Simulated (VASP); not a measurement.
# InSe in VASP: single point with PBE+D3(BJ)

Aim: the single point of InSe with PBE+D3(BJ).

Program: VASP 6.6.1. These are calculated values, not measurements. Logs are shortened: lines on timing, memory, paths and dates and some standing lists are left out, and cuts for length are marked.

### Step 1. The cell of the first run

The cell holds a slab with vacuum, 8 atoms: a = 4.027 Å, b = 4.027 Å, c = 28.271 Å, α = 90.00°, β = 90.00°, γ = 120.00°.

### Step 2. Single point, PBE+D3(BJ) (layers slid over each other)

Contents of INCAR:

```
ALGO     = Normal         # electronic algorithm
DIPOL    = 0.5 0.5 0.406
EDIFF    = 1E-6           # SCF threshold, eV
ENCUT    = 520            # plane-wave cutoff, eV
GGA      = PE             # functional
IDIPOL   = 3            
ISIF     = 2              # what is computed and relaxed
ISMEAR   = 0              # smearing method
IVDW     = 12             # dispersion correction
LASPH    = T              # aspherical terms in the spheres
LCHARG   = T              # write CHGCAR
LDIPOL   = T            
LELF     = T              # ELF
LREAL    = F              # projectors in reciprocal space
LVACPOTAV= T            
LVHAR    = T            
LWAVE    = F              # write WAVECAR
NBANDS   = 48             # bands
NELM     = 80             # most SCF steps
PREC     = Accurate       # precision mode
SIGMA    = 0.05           # smearing width, eV
```

Contents of KPOINTS:

```
k-points
0
Gamma
  9 9 1
```

Contents of POSCAR:

```
InSe
1.0
    4.0266104108      0.0000000000      0.0000000000
   -2.0133052054      3.4871469069      0.0000000000
    0.0000000000      0.0000000000     28.2707105452
Se In
4 4
Direct
    0.0000000000      0.0000000000      0.1591753413
    0.0000000000      0.0000000000      0.3496677332
    0.0000000000      0.4444444444      0.4614441951
    0.0000000000      0.4444444444      0.6519365870
    0.6666666667      0.3333333333      0.2049979888
    0.6666666667      0.3333333333      0.3038451603
    0.6666666667      0.7777777778      0.5072668426
    0.6666666667      0.7777777778      0.6061140141
```

Potentials or basis: VASP PAW PBE potentials, release 64 (Se, In_d).

Started as:

```bash
$ cat potpaw_PBE.64/Se/POTCAR potpaw_PBE.64/In_d/POTCAR > POTCAR
$ mpirun -np 1 vasp_std > vasp.out
```

OUTCAR:

```text
EDIFF = 1E-6
   ENCUT = 520
   GGA = PE
   ISIF = 2
   ISMEAR = 0
   IVDW = 12
   LASPH = T
   LREAL = F
   NELM = 80
   PREC = Accurate
 IVDW          = 12

 ion  position               nearest neighbor table
   1  0.000  0.000  0.159-   5 2.66   5 2.66   5 2.66
   2  0.000  0.000  0.350-   6 2.66   6 2.66   6 2.66
   3  0.000  0.444  0.461-   7 2.66   7 2.66   7 2.66
   4  0.000  0.444  0.652-   8 2.66   8 2.66   8 2.66
   5  0.667  0.333  0.205-   1 2.66   1 2.66   1 2.66   6 2.79
   6  0.667  0.333  0.304-   2 2.66   2 2.66   2 2.66   5 2.79
   7  0.667  0.778  0.507-   3 2.66   3 2.66   3 2.66   8 2.79
   8  0.667  0.778  0.606-   4 2.66   4 2.66   4 2.66   7 2.79

  LATTYP: Found a hexagonal cell.
 ALAT       =     4.0266104108
 C/A-ratio  =     7.0209699129

  Lattice vectors:

 A1 = (   4.0266104108,   0.0000000000,   0.0000000000)
 A2 = (  -2.0133052054,   3.4871469069,   0.0000000000)
 A3 = (   0.0000000000,   0.0000000000,  28.2707105452)

Analysis of symmetry for initial positions (statically):
=====================================================================
 Subroutine PRICEL returns:
 Original cell was already a primitive cell.

 Routine SETGRP: Setting up the symmetry group for a
 hexagonal supercell.

 Subroutine GETGRP returns: Found  2 space group operations
 (whereof  1 operations were pure point group operations)
 out of a pool of 24 trial point group operations.

The static configuration has the point symmetry C_1 .
 The point group associated with its full space group is C_2 .

Analysis of symmetry for dynamics (positions and initial velocities):
=====================================================================
 Subroutine PRICEL returns:
 Original cell was already a primitive cell.

 Routine SETGRP: Setting up the symmetry group for a
 hexagonal supercell.

 Subroutine GETGRP returns: Found  2 space group operations
 (whereof  1 operations were pure point group operations)
 out of a pool of 24 trial point group operations.

The dynamic configuration has the point symmetry C_1 .
 The point group associated with its full space group is C_2 .

 Subroutine INISYM returns: Found  2 space group operations
 (whereof  1 operations are pure point group operations),
 and found     1 'primitive' translations

----------------------------------------------------------------------------------------

                                     Primitive cell

[... 111 lines left out ...]
   PSTRESS=    0.0 pullay stress
   NELECT =      76.0000    total number of electrons
   NUPDOWN=      -1.0000    fix difference up-down
   EMIN   =  10.00;   EMAX   =-10.00  energy-range for DOS
   EFERMI =   0.00;   METHOD = LEGACY
   ISMEAR =     0;   SIGMA  =   0.05  broadening in eV -4-tet -1-fermi 0-gaus
   EFERMI_NEDOS =   21; number of points for ismear=-14 and -15
   IALGO  =     38    algorithm
   IMIX   =      4    mixing-type and parameters
     AMIX     =   0.40;   BMIX     =  1.00
     AMIX_MAG =   1.60;   BMIX_MAG =  1.00
  volume/ion in A,a.u.               =      49.62       334.85
  Fermi-wavevector in a.u.,A,eV,Ry     =   0.943548  1.783047 12.113024  0.890282
  Thomas-Fermi vector in A             =   2.071266
   LORBIT       =      0    0 simple, 1 ext, 2 COOP (PROOUT), +10 PAW based schemes
   GGA     = PE    functional components
   LHFCALC =     F    Hartree Fock is set to
   AEXX    =    0.0000 exact exchange contribution
   IVDW    =    12    specifies the selected vdW correction
   LEPSILON=     F    determine dielectric tensor
   LRPA    =     F    only Hartree local field effects (RPA)
 non-spin polarized calculation
 Gauss-broadening in eV      SIGMA  =   0.05
  energy-cutoff  :      520.00
  volume of cell :      396.96
 maximum number of plane-waves:     10749
 NGX is ok and might be reduce to    30
   NGX = 15   NGY = 15   NGZ =105

 number of electron      75.9999999 magnetization

 dipolmoment           0.000000      0.000000     -0.000026 electrons x Angstroem

 Free energy of the ion-electron system (eV)
  ---------------------------------------------------
  ext. energy  EPLUGINS =         0.00000000
  ---------------------------------------------------
  free energy    TOTEN  =       -28.36639380 eV

  energy without entropy =      -28.36639380  energy(sigma->0) =      -28.36639380

 E-fermi :   0.1148     XC(G=0):  -5.6455

 val. band max:       -0.1635595964   @ k =   0.1111   0.0000   0.0000
 cond. band min:       0.9209694206   @ k =   0.0000   0.0000   0.0000
 fundamental gap:      1.0845290170
 Fermi energy:         0.1148206666

 k-point     1 :       0.0000    0.0000    0.0000
  band No.  band energies     occupation
      1     -14.5184      2.00000
      2     -14.5182      2.00000
      3     -14.3353      2.00000
      4     -14.3352      2.00000
      5     -14.3344      2.00000
      6     -14.3342      2.00000
[... 1213 lines left out ...]
     47       5.2389      0.00000
     48       5.3571      0.00000

 [... further k-points ...]

------------------------ aborting loop because EDIFF is reached ----------------------------------------

 Edisp (eV)   -2.04715

 E8    (eV) :    -0.9601

  FORCE on cell =-STRESS in cart. coord.  units (eV):
  Direction    XX          YY          ZZ          XY          YZ          ZX
  --------------------------------------------------------------------------------------
  -------------------------------------------------------------------------------------
  Total      -0.05222     0.09779    -0.09929    -0.12991     0.12627    -0.07290
  in kB      -0.21076     0.39469    -0.40073    -0.52434     0.50965    -0.29424
  external pressure =       -0.07 kB  Pullay stress =        0.00 kB

 VOLUME and BASIS-vectors are now :
 -----------------------------------------------------------------------------
  energy-cutoff  :      520.00
  volume of cell :      396.96
      direct lattice vectors                 reciprocal lattice vectors
     4.026610411  0.000000000  0.000000000     0.248347840  0.143383693  0.000000000
    -2.013305205  3.487146907  0.000000000     0.000000000  0.286767385  0.000000000
     0.000000000  0.000000000 28.270710545     0.000000000  0.000000000  0.035372298

 POSITION                                       TOTAL-FORCE (eV/Angst)
 -----------------------------------------------------------------------------------
      0.00000      0.00000      4.50000        -0.000631     -0.001340     -0.010657
      0.00000      0.00000      9.88536         0.010762     -0.039188      0.001761
     -0.89480      1.54984     13.04536        -0.028557      0.028914     -0.001761
     -0.89480      1.54984     18.43071        -0.001476      0.000123      0.010657
      2.01331      1.16238      5.79544        -0.000821     -0.003219      0.011750
      2.01331      1.16238      8.58992         0.010478      0.009475      0.008074
      1.11850      2.71223     14.34079         0.013445      0.004336     -0.008074
      1.11850      2.71223     17.13527        -0.003199      0.000898     -0.011750
 -----------------------------------------------------------------------------------
    total drift:                                0.000188      0.000289     -0.003136

  FREE ENERGIE OF THE ION-ELECTRON SYSTEM (eV)
  ---------------------------------------------------
  free  energy   TOTEN  =       -30.4135467443 eV

  energy  without entropy=      -30.4135467443  energy(sigma->0) =      -30.41354674

 vacuum level on the upper side and lower side of the slab         5.494         5.495
```

OSZICAR:

```text
N       E                     dE             d eps       ncg     rms          rms(c)
DAV:   1     0.723600163199E+03    0.72360E+03   -0.32839E+04  2472   0.151E+03
DAV:   2     0.729102954375E+02   -0.65069E+03   -0.63066E+03  2560   0.383E+02
DAV:   3    -0.230752063137E+02   -0.95986E+02   -0.93559E+02  2912   0.177E+02
[... 15 lines left out ...]
DAV:  19    -0.283663774580E+02   -0.91691E-05   -0.16734E-07  1712   0.257E-03    0.990E-04
DAV:  20    -0.283663851911E+02   -0.77331E-05   -0.11737E-07  1656   0.341E-03    0.826E-04
DAV:  21    -0.283663911536E+02   -0.59624E-05   -0.12548E-07  1712   0.228E-03    0.438E-04
DAV:  22    -0.283663932324E+02   -0.20788E-05   -0.57344E-08  1568   0.195E-03    0.166E-04
DAV:  23    -0.283663937955E+02   -0.56308E-06   -0.20529E-08  1512   0.133E-03
   1 F= -.30413547E+02 E0= -.30413547E+02  d E =-.423214E-16
```

Run time: 11 min. Hardware: 1 thread of AMD EPYC 7R13 (Zen 3), shared host; peak memory 0.64 GiB.

What came out:

```yaml
Free_energy: -30.4135 eV
Largest_force: 0.041 eV/Å
Band_gap_on_the_k_mesh: 1.08 eV (least direct gap 1.14 eV)
Dispersion_energy_per_atom: -0.256 eV
```

Forces in eV/Å, atoms in the order of the input:
```
Se  -0.001 -0.001 -0.011
Se   0.011 -0.039  0.002
Se  -0.029  0.029 -0.002
Se  -0.001  0.000  0.011
In  -0.001 -0.003  0.012
In   0.010  0.009  0.008
In   0.013  0.004 -0.008
In  -0.003  0.001 -0.012
```

Levels at points of the mesh, in eV from the valence-band top:
| k point | band 34 | band 35 | band 36 | band 37 | band 38 | band 39 | band 40 | band 41 | band 42 | band 43 |
| --- | --- | --- | --- | --- | --- | --- | --- | --- | --- | --- |
| (0.00, 0.00, 0.00) | -0.74 | -0.74 | -0.71 | -0.65 | -0.06 | 1.08 | 1.71 | 2.48 | 2.56 | 4.69 |

Caveat: the cell differs from its parent crystal (layers slid over each other); spin-orbit coupling is left out, which moves the levels of the heavy elements.
